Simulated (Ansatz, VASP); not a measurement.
# Cu in VASP and in Ansatz

```xyz
1
Lattice="11.4730 0.0000 0.0000 0.0000 2.2194 0.0000 -4.5570 0.0000 21.5607" Properties=species:S:1:pos:R:3 pbc="T T T"
Cu    3.4580    1.1097   10.7803
```

Alike in both runs: task single point; functional r2SCAN; k mesh 3 × 13 × 2; no spin polarisation.

```csv
,VASP,Ansatz
version,VASP 6.6.1,Ansatz 0.2.0
potentials or method,"VASP PAW PBE potentials, release 64 (Cu), cutoff 520 eV","plane waves, PAW"
occupations,"methfessel-paxton of order 1, width 0.1 eV","cold, width 0.1 eV"
valence electrons in the cell,11,19
```

VASP gave:

| Item | Value |
| --- | --- |
| pressure (GPa) | 0.1 |
| traceless stress, the component that is largest in VASP (GPa) | 0.11 |

Q: What did Ansatz give for the same quantities?

A: Pressure (GPa): 0.0; traceless stress, the component that is largest in VASP (GPa): 0.09.

VASP's potentials were made for PBE, not for r2SCAN. VASP's potentials hold 11 valence electrons a cell and Ansatz's 19, so a difference there can come from the potentials and not from the codes.
